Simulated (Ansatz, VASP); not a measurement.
# Rh in VASP and in Ansatz

```
Rh
1.0
     2.64611    0.00000    0.00000
    -1.32305    2.29160    0.00000
     0.00000    0.00000    8.64892
Rh
4
Direct
  0.00000 0.00000 0.00000
  0.33333 0.66667 0.25000
  0.00000 0.00000 0.50000
  0.66667 0.33333 0.75000
```

Alike in both runs: task single point; functional r2SCAN; k mesh 10 × 10 × 3; no spin polarisation.

|  | VASP | Ansatz |
| --- | --- | --- |
| version | VASP 6.6.1 | Ansatz 0.2.0 |
| potentials or method | VASP PAW PBE potentials, release 64 (Rh_pv), cutoff 520 eV | plane waves, PAW |
| occupations | methfessel-paxton of order 1, width 0.1 eV | methfessel-paxton of order 1 |
| valence electrons in the cell | 60 | 68 |

Ansatz gave:

- pressure (GPa): 14.6
- traceless stress, the component that is largest in VASP (GPa): 0.60

Q: Which values does VASP return?

A: Pressure (GPa): 16.2; traceless stress, the component that is largest in VASP (GPa): 0.58.

VASP's potentials were made for PBE, not for r2SCAN. VASP's potentials hold 60 valence electrons a cell and Ansatz's 68, so a difference there can come from the potentials and not from the codes. Ansatz's warnings: structure snapped to symmetry.
